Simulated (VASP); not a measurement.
Ta, 1 atom in the cell. The structure is cubic, space group Im-3m (No. 229). The conventional cell has a = 3.319 Å, b = 3.319 Å, c = 3.319 Å, α = 90.00°, β = 90.00°, γ = 90.00°. Ta (site symmetry m-3m) has 14 Ta at 2.87 to 3.32 Å within 3.8 Å. 

```yaml
Program: VASP 6.6.1
Task: relaxation of cell and atoms
Functional: PBE
Potentials_or_basis: VASP PAW PBE potentials, release 64 (Ta_pv)
Cutoff: 600 eV
k_mesh: 17 × 17 × 17
Occupations: fermi-dirac, width 0.05 eV
Spin: no spin polarisation
Dipole_correction: no
Further_INCAR_settings: ALGO = Normal; EDIFF = 1e-06; IBRION = 2; EDIFFG = -0.005; NSW = 45; ISIF = 3
```

Potentials or basis: VASP PAW PBE potentials, release 64 (Ta_pv).

The run is started by

```sh
$ cat potpaw_PBE.64/Ta_pv/POTCAR > POTCAR
$ mpirun -np 1 vasp_std > vasp.out
```

Hardware: 1 thread of Intel(R) Xeon(R) Platinum 8259CL CPU @ 2.50GHz (Skylake/Cascade Lake), on a shared host.

Problem. How long does it take, and how much memory?

Solution. Run time: 32 s on 1 thread of Intel(R) Xeon(R) Platinum 8259CL CPU @ 2.50GHz (Skylake/Cascade Lake) (shared host), peak memory 0.16 GiB. Counts: scf iterations 20, k points 165, ion steps 3.
